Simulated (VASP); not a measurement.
# Ru in VASP: further runs, part 2 of 2

VASP 6.6.1. The steps go on from the part before.

## Step 3: Relaxation of cell and atoms, PBE

This run uses another cell than the first one, of 16.17 Å³/atom.

Input file INCAR:

```
SYSTEM = Ru
PREC = Accurate
ENCUT = 600
EDIFF = 1E-6
ISMEAR = 0
SIGMA = 0.1
LREAL = .False.
LASPH = .True.
NELM = 100
ALGO = Normal
ISIF = 3
LWAVE = .False.
LCHARG = .False.
GGA = PE
IBRION = 2
NSW = 90
EDIFFG = -0.04
```

Input file KPOINTS:

```
Automatic mesh
0
Gamma
  6 6 4
  0 0 0
```

Input file POSCAR:

```
Ru
1.0
    3.7050552301      0.0000000000      0.0000000000
   -1.8525276151      3.2086719517      0.0000000000
    0.0000000000      0.0000000000      5.4392114802
Ru
4
Direct
    0.0000000000      0.0000000000      0.5000000000
    0.0000000000      0.0000000000      0.0000000000
    0.3333333333      0.6666666667      0.7500000000
    0.6666666667      0.3333333333      0.2500000000
```

Potentials or basis: VASP PAW PBE potentials, release 64 (Ru_pv).

The run is started by

```bash
$ cat potpaw_PBE.64/Ru_pv/POTCAR > POTCAR
$ mpirun -np 1 vasp_std > vasp.out
```

OUTCAR:

```text
SYSTEM = Ru
   PREC = Accurate
   ENCUT = 600
   EDIFF = 1E-6
   ISMEAR = 0
   LREAL = .False.
   LASPH = .True.
   NELM = 100
   ISIF = 3
   GGA = PE
   IBRION = 2
   NSW = 90
   EDIFFG = -0.04

 ion  position               nearest neighbor table
   1  0.000  0.000  0.500-   3 2.53   4 2.53   4 2.53   3 2.53   4 2.53   3 2.53   2 2.72   2 2.72

   2  0.000  0.000  0.000-   3 2.53   4 2.53   4 2.53   3 2.53   4 2.53   3 2.53   1 2.72   1 2.72

   3  0.333  0.667  0.750-   1 2.53   2 2.53   1 2.53   2 2.53   1 2.53   2 2.53
   4  0.667  0.333  0.250-   1 2.53   2 2.53   1 2.53   2 2.53   1 2.53   2 2.53

  LATTYP: Found a hexagonal cell.
 ALAT       =     3.7050552301
 C/A-ratio  =     1.4680513899

  Lattice vectors:

 A1 = (   3.7050552301,   0.0000000000,   0.0000000000)
 A2 = (  -1.8525276151,   3.2086719517,   0.0000000000)
 A3 = (   0.0000000000,   0.0000000000,   5.4392114802)

Analysis of symmetry for initial positions (statically):
=====================================================================
 Subroutine PRICEL returns:
 Original cell was already a primitive cell.

 Routine SETGRP: Setting up the symmetry group for a
 hexagonal supercell.

 Subroutine GETGRP returns: Found 24 space group operations
 (whereof 12 operations were pure point group operations)
[... 172 lines left out ...]
  FORCE on cell =-STRESS in cart. coord.  units (eV):
  Direction    XX          YY          ZZ          XY          YZ          ZX
  --------------------------------------------------------------------------------------
  -------------------------------------------------------------------------------------
  Total        0.2983326      0.2983326     -0.5787039     -0.0000000     -0.0000000      0.0000000
  in kB        7.3918872      7.3918872    -14.3387414     -0.0000000     -0.0000000      0.0000000
  external PRESSURE =       0.1483444 kB  Pullay stress =       0.0000000 kB
[... 101 lines left out ...]
--------------------------------------- Ionic step        4  -------------------------------------------

 number of electron      56.0000013 magnetization

 E-fermi :   9.9427     XC(G=0): -12.8101

 val. band max:        9.9351419804   @ k =   0.3333   0.1667   0.0000
 cond. band min:       9.9479612404   @ k =   0.5000   0.0000   0.0000
 fundamental gap:      0.0128192600
 Fermi energy:         9.9426851411

 k-point     1 :       0.0000    0.0000    0.0000
  band No.  band energies     occupation
      1     -33.2882      2.00000
      2     -33.2257      2.00000
      3     -33.2257      2.00000
      4     -32.9359      2.00000
      5     -32.8215      2.00000
      6     -32.8215      2.00000
[... 782 lines left out ...]
--------------------------------------- Ionic step        5  -------------------------------------------

 number of electron      56.0000008 magnetization

 Free energy of the ion-electron system (eV)
  ---------------------------------------------------
  ext. energy  EPLUGINS =         0.00000000
  ---------------------------------------------------
  free energy    TOTEN  =       -33.13936850 eV

  energy without entropy =      -33.09818826  energy(sigma->0) =      -33.11877838

 E-fermi :  10.0317     XC(G=0): -12.8433

 val. band max:       10.0206583180   @ k =   0.3333   0.1667   0.0000
 cond. band min:      10.0405773011   @ k =   0.1667   0.1667   0.2500
 fundamental gap:      0.0199189831
 Fermi energy:        10.0317407958

 k-point     1 :       0.0000    0.0000    0.0000
  band No.  band energies     occupation
      1     -33.2104      2.00000
      2     -33.1513      2.00000
      3     -33.1513      2.00000
      4     -32.8595      2.00000
      5     -32.7402      2.00000
      6     -32.7402      2.00000
[... 776 lines left out ...]
  FREE ENERGIE OF THE ION-ELECTRON SYSTEM (eV)
  ---------------------------------------------------
  free  energy   TOTEN  =       -33.1393685044 eV

  energy  without entropy=      -33.0981882627  energy(sigma->0) =      -33.11877838

 reached required accuracy - stopping structural energy minimisation
```

OSZICAR:

```text
N       E                     dE             d eps       ncg     rms          rms(c)
DAV:   1     0.711336248306E+03    0.71134E+03   -0.36775E+04  1386   0.203E+03
DAV:   2    -0.109076959762E+02   -0.72224E+03   -0.71215E+03  1508   0.584E+02
[... 44 lines left out ...]
DAV:   3    -0.331437161398E+02   -0.37870E-02   -0.38310E-02  1703   0.198E+00    0.653E-01
DAV:   4    -0.331390593016E+02    0.46568E-02   -0.17889E-02  1598   0.147E+00    0.122E-01
DAV:   5    -0.331393541672E+02   -0.29487E-03   -0.78772E-04  1447   0.199E-01    0.231E-02
DAV:   6    -0.331393658604E+02   -0.11693E-04   -0.55865E-05  1813   0.453E-02    0.154E-02
DAV:   7    -0.331393682012E+02   -0.23408E-05   -0.26657E-06  1110   0.120E-02    0.440E-03
DAV:   8    -0.331393685044E+02   -0.30315E-06   -0.37632E-07   693   0.500E-03
   5 F= -.33139369E+02 E0= -.33118778E+02  d E =-.160214E-03
```

CONTCAR:

```text
Ru
   1.00000000000000
     3.7366616304250080   -0.0000000000004934   -0.0000000000000000
    -1.8683308152633578    3.2360438973041150    0.0000000000000000
     0.0000000000000000   -0.0000000000000000    5.3592205797120034
  Ru
     4
Direct
     0.0000000000000000    1.0000000000000000    0.5000000000000000
     0.0000000000000000    1.0000000000000000    0.0000000000000000
     0.3333333332999970    0.6666666667000030    0.7500000000000000
     0.6666666667000030    0.3333333332999970    0.2500000000000000

  0.00000000E+00  0.00000000E+00  0.00000000E+00
  0.00000000E+00  0.00000000E+00  0.00000000E+00
  0.00000000E+00  0.00000000E+00  0.00000000E+00
  0.00000000E+00  0.00000000E+00  0.00000000E+00
```

It took 3 min on 1 thread of AMD EPYC 7R13 (Zen 3), shared host; peak memory 0.19 GiB.

Results:

```yaml
Free_energy: -33.1394 eV
Relaxed_volume: 16.20 Å³/atom
Relaxed_cell: a = 3.737 Å, b = 3.737 Å, c = 5.359 Å, α = 90.00°, β = 90.00°, γ = 120.00°
Space_group_after_relaxing_to_0.1_Å: P6_3/mmc (No. 194)
Energy_gained_by_relaxing: 1.7 meV/atom
Ionic_steps: 5
Pressure_after_relaxing: 0.0 GPa
Band_gap_on_the_k_mesh: zero (bands 28 and 29 overlap by 0.69 eV)
```

Step by step:
```tsv
step	energy change (eV)	largest force (eV/Å)	pressure (GPa)	volume (Å³)
1	0.0000	0.0000	0.01	64.66
2	-0.0047	0.0000	0.24	64.67
3	-0.0065	0.0000	0.42	64.68
4	-0.0052	0.0000	-1.23	65.17
5	-0.0066	0.0000	-0.01	64.80
```

Final structure:
```
CELL_PARAMETERS angstrom
3.73666 0.00000 0.00000
-1.86833 3.23604 0.00000
0.00000 0.00000 5.35922
ATOMIC_POSITIONS crystal
Ru 0.00000 0.00000 0.50000
Ru 0.00000 0.00000 0.00000
Ru 0.33333 0.66667 0.75000
Ru 0.66667 0.33333 0.25000
```

## Step 4: Single point, PBE

This run uses another cell than the first one, of 16.21 Å³/atom.

Input file INCAR:

```
SYSTEM = Ru
PREC = Accurate
ENCUT = 520
EDIFF = 1E-6
ISMEAR = 0
SIGMA = 0.1
LREAL = .FALSE.
LASPH = .TRUE.
NELM = 60
ALGO = Fast
ISIF = 2
LWAVE = .FALSE.
LCHARG = .FALSE.
GGA = PE
NBANDS = 36
```

Input file KPOINTS:

```
Automatic mesh
0
G
  15 15 10
  0 0 0
```

Input file POSCAR:

```
Ru
1.0
    3.7464573909      0.0000000000      0.0000000000
   -1.8732286954      3.2445272747      0.0000000000
    0.0000000000      0.0000000000      5.3346881179
Ru
4
Direct
    0.0000000000      0.0000000000      0.5000000000
    0.0000000000      0.0000000000      0.0000000000
    0.3333333333      0.6666666667      0.7500000000
    0.6666666667      0.3333333333      0.2500000000
```

Potentials or basis: VASP PAW PBE potentials, release 64 (Ru_pv).

The run is started by

```bash
$ cat potpaw_PBE.64/Ru_pv/POTCAR > POTCAR
$ mpirun -np 1 vasp_std > vasp.out
```

OUTCAR:

```text
SYSTEM = Ru
   PREC = Accurate
   ENCUT = 520
   EDIFF = 1E-6
   ISMEAR = 0
   LREAL = .FALSE.
   LASPH = .TRUE.
   NELM = 60
   ISIF = 2
   GGA = PE

 ion  position               nearest neighbor table
   1  0.000  0.000  0.500-   3 2.54   4 2.54   3 2.54   4 2.54   4 2.54   3 2.54   2 2.67   2 2.67

   2  0.000  0.000  0.000-   3 2.54   4 2.54   3 2.54   4 2.54   4 2.54   3 2.54   1 2.67   1 2.67

   3  0.333  0.667  0.750-   1 2.54   2 2.54   1 2.54   2 2.54   1 2.54   2 2.54
   4  0.667  0.333  0.250-   1 2.54   2 2.54   1 2.54   2 2.54   1 2.54   2 2.54

  LATTYP: Found a hexagonal cell.
 ALAT       =     3.7464573909
[... 1140 lines left out ...]
  -------------------------------------------------------------------------------------
  Total        0.0168733      0.0168733      0.0277394      0.0000000      0.0000000      0.0000000
  in kB        0.4168986      0.4168986      0.6853718      0.0000000      0.0000000      0.0000000
  external PRESSURE =       0.5063897 kB  Pullay stress =       0.0000000 kB

 VOLUME and BASIS-vectors are now :
 -----------------------------------------------------------------------------
  energy-cutoff  :      520.00
  volume of cell :       64.85
      direct lattice vectors                 reciprocal lattice vectors
     3.746457391  0.000000000  0.000000000     0.266918824  0.154105655  0.000000000
    -1.873228695  3.244527275  0.000000000     0.000000000  0.308211309  0.000000000
     0.000000000  0.000000000  5.334688118     0.000000000  0.000000000  0.187452383

 POSITION                                       TOTAL-FORCE (eV/Angst)
 -----------------------------------------------------------------------------------
      0.00000      0.00000      2.66734        -0.000000      0.000000      0.000000
      0.00000      0.00000      0.00000        -0.000000      0.000000      0.000000
     -0.00000      2.16302      4.00102         0.000000     -0.000000     -0.000000
      1.87323      1.08151      1.33367        -0.000000      0.000000     -0.000000
 -----------------------------------------------------------------------------------
    total drift:                                0.000000     -0.000000     -0.000000

  FREE ENERGIE OF THE ION-ELECTRON SYSTEM (eV)
  ---------------------------------------------------
  free  energy   TOTEN  =       -33.1397046034 eV

  energy  without entropy=      -33.1040492003  energy(sigma->0) =      -33.12187690
```

OSZICAR:

```text
N       E                     dE             d eps       ncg     rms          rms(c)
DAV:   1     0.669967180756E+03    0.66997E+03   -0.33925E+04 11696   0.167E+03
DAV:   2    -0.147478268535E+02   -0.68472E+03   -0.66847E+03 12368   0.523E+02
DAV:   3    -0.345352579671E+02   -0.19787E+02   -0.19013E+02 12952   0.934E+01
DAV:   4    -0.348708979412E+02   -0.33564E+00   -0.33466E+00 13748   0.105E+01
DAV:   5    -0.348786137178E+02   -0.77158E-02   -0.77149E-02 13256   0.147E+00    0.201E+01
RMM:   6    -0.332207623790E+02    0.16579E+01   -0.47976E+00 11680   0.144E+01    0.645E+00
RMM:   7    -0.333151768627E+02   -0.94414E-01   -0.11000E+00 11841   0.547E+00    0.411E+00
RMM:   8    -0.331472313205E+02    0.16795E+00   -0.29960E-01 11842   0.316E+00    0.161E+00
RMM:   9    -0.331410087113E+02    0.62226E-02   -0.68665E-02 12155   0.171E+00    0.272E-01
RMM:  10    -0.331394660762E+02    0.15426E-02   -0.12383E-02 12619   0.663E-01    0.571E-02
RMM:  11    -0.331396786562E+02   -0.21258E-03   -0.23729E-03 13623   0.219E-01    0.425E-02
RMM:  12    -0.331396978864E+02   -0.19230E-04   -0.41190E-04 14350   0.870E-02    0.216E-02
RMM:  13    -0.331397039882E+02   -0.61018E-05   -0.10386E-04 15252   0.332E-02    0.139E-02
RMM:  14    -0.331397037502E+02    0.23799E-06   -0.11760E-05 11843   0.123E-02    0.406E-03
RMM:  15    -0.331397046034E+02   -0.85323E-06   -0.16145E-06  7822   0.635E-03
   1 F= -.33139705E+02 E0= -.33121877E+02  d E =-.356554E-01
```

stdout:

```text
POSCAR found type information on POSCAR Ru
 POSCAR found :  1 types and       4 ions
 scaLAPACK will be used
 LDA part: xc-table for (Slater+PW92), standard interpolation
 POSCAR, INCAR and KPOINTS ok, starting setup
 FFT: planning ... GRIDC
 FFT: planning ... GRID_SOFT
 FFT: planning ... GRID
 WAVECAR not read
 entering main loop
```

It took 5.9 min on 1 thread of AMD EPYC 7R13 (Zen 3), shared host; peak memory 0.34 GiB.

What came out:

```yaml
Free_energy: -33.1397 eV
Pressure: 0.1 GPa
Band_gap_on_the_k_mesh: zero (bands 28 and 29 overlap by 0.93 eV)
```

## Step 5: The runs side by side

| task | cell | k mesh | cutoff (eV) | gap on the mesh (eV) | pressure (GPa) | relaxed volume (Å³/atom) |
| --- | --- | --- | --- | --- | --- | --- |
| relaxation of cell and atoms | relaxed from a = 2.917, b = 2.917, c = 8.018 Å, angles 90.0, 90.0, 120.0°, 4 atoms, atomic positions A | 6 × 6 × 2 | 600 | none | 0.0 | 16.73 |
| relaxation of cell and atoms | relaxed from a = 3.705, b = 3.705, c = 5.439 Å, angles 90.0, 90.0, 120.0°, 4 atoms, atomic positions B | 6 × 6 × 4 | 600 | none | 0.0 | 16.20 |
| single point | a = 3.746, b = 3.746, c = 5.335 Å, angles 90.0, 90.0, 120.0°, 4 atoms, atomic positions B | 15 × 15 × 10 | 520 | none | 0.1 | - |

Alike in all rows: level PBE; potentials or basis VASP PAW PBE potentials, release 64 (Ru_pv); no spin polarisation; smearing gaussian 0.1 eV.

Caveats: some runs use coarse meshes; a cell axis changed by over 15 % at a fixed basis, so the end point is rough (at least some runs).

Total energies depend on the potentials used, so only differences within one code and one set of settings carry meaning.
